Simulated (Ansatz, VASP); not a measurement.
**Al2Au: VASP beside Ansatz**

```xyz
3
Lattice="0.0000 3.0023 3.0023 3.0023 0.0000 3.0023 3.0023 3.0023 0.0000" Properties=species:S:1:pos:R:3 pbc="T T T"
Al    1.5012    1.5012    1.5012
Al    4.5035    4.5035    4.5035
Au    0.0000    0.0000    0.0000
```

Alike in both runs: task relaxation of cell and atoms; functional PBE; k mesh 6 × 6 × 6; occupations gaussian, width 0.1 eV; no spin polarisation.

|  | VASP | Ansatz |
| --- | --- | --- |
| version | VASP 6.6.1 | Ansatz 0.2.0 |
| potentials or method | VASP PAW PBE potentials, release 64 (Al, Au), cutoff 500 eV | scalar-relativistic, plane waves, PAW |
| valence electrons in the cell | 17 | 25 |

```csv
,VASP,Ansatz,Ansatz less VASP
"gap on the k mesh at the Fermi level, each at its own relaxed structure (eV)",none,none,-
relaxed volume (Å³/atom),18.52,18.57,+0.046
relaxed cell length with the largest relative difference (Å),4.283,4.287,+0.0036
```

A gap of «none» marks a metal or a gap that the smearing closes. VASP's potentials hold 17 valence electrons a cell and Ansatz's 25, so a difference there can come from the potentials and not from the codes.

Neither program's run includes spin-orbit coupling.
